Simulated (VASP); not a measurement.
Runs of VASP 6.6.1 on Ti. The structure is that of space group Fm-3m (No. 225), or close to it. The cells are those of the table. 

| task | level | cell | gap on the mesh (eV) | pressure (GPa) |
| --- | --- | --- | --- | --- |
| single point | PBE | a = 2.915 Å, angles 58.0°, 1 atom | none | 4.2 |
| electric field gradients | PBE | a = 2.871 Å, angles 60.0°, 1 atom | none | 4.2 |
| electric field gradients | PBE | a = 2.861 Å, angles 60.0°, 1 atom | none | 5.4 |
| electric field gradients | r2SCAN | a = 2.871 Å, angles 60.0°, 1 atom | none | 4.8 |
| single point | PBE | a = 2.899 Å, angles 60.0°, 1 atom | none | (a) |
| electric field gradients | PBE | a = 2.812 Å, angles 60.0°, 1 atom | none | 12.4 |
| electric field gradients | PBE | a = 2.927 Å, angles 60.0°, 1 atom | none | (b) |
| single point | PBE | a = 2.871 Å, angles 60.0°, 1 atom | none | 4.2 |

Alike in all rows: potentials or basis VASP PAW PBE potentials, release 64 (Ti_sv); no spin polarisation; k mesh 15 × 15 × 15; cutoff (eV) 520; smearing fermi-dirac 0.05 eV.

Question: Estimate the missing entries.

Answer: (a) 0.7; (b) -2.3.

Caveats: the PAW data sets were made with another functional, which shifts forces and pressure a little (some runs).

A gap of «none» marks levels without a gap at the run's occupations.
